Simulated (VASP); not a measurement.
A run of VASP 6.6.1 is set up as follows.

INCAR

```
SYSTEM = F
  PREC = Accurate
  ENCUT = 520
  EDIFF = 1E-7
  ISMEAR = -1
  SIGMA = 0.1
  LREAL = .False.
  LASPH = .True.
  NELM = 100
  ALGO = Normal
  ISIF = 2
  LWAVE = .False.
  LCHARG = .False.
  GGA = PE
  NBANDS = 14
```

Contents of KPOINTS:

```
Automatic mesh
0
Gamma
  7 7 9
  0 0 0
```

File POSCAR:

```
F
1.0
    5.1037820000      0.0000000000      0.0000000000
    0.0000000000      5.1037820000      0.0000000000
    0.0000000000      0.0000000000      3.6976830000
F
2
Direct
    0.7500000000      0.2500000000      0.0000000000
    0.2500000000      0.7500000000      0.0000000000
```

Potentials or basis: VASP PAW PBE potentials, release 64 (F).

The run is started by

```console
$ cat potpaw_PBE.64/F/POTCAR > POTCAR
$ mpirun -np 1 vasp_std > vasp.out
```

Q: Estimate the pressure.

A: -0.6 GPa.

Q: What does it give for the band gap on the k mesh?

A: Zero (bands 7 and 8 overlap by 0.10 eV).

Stress tensor (GPa, compression positive):
```
-0.66  0.00  0.00
 0.00 -0.66  0.00
 0.00  0.00 -0.55
```
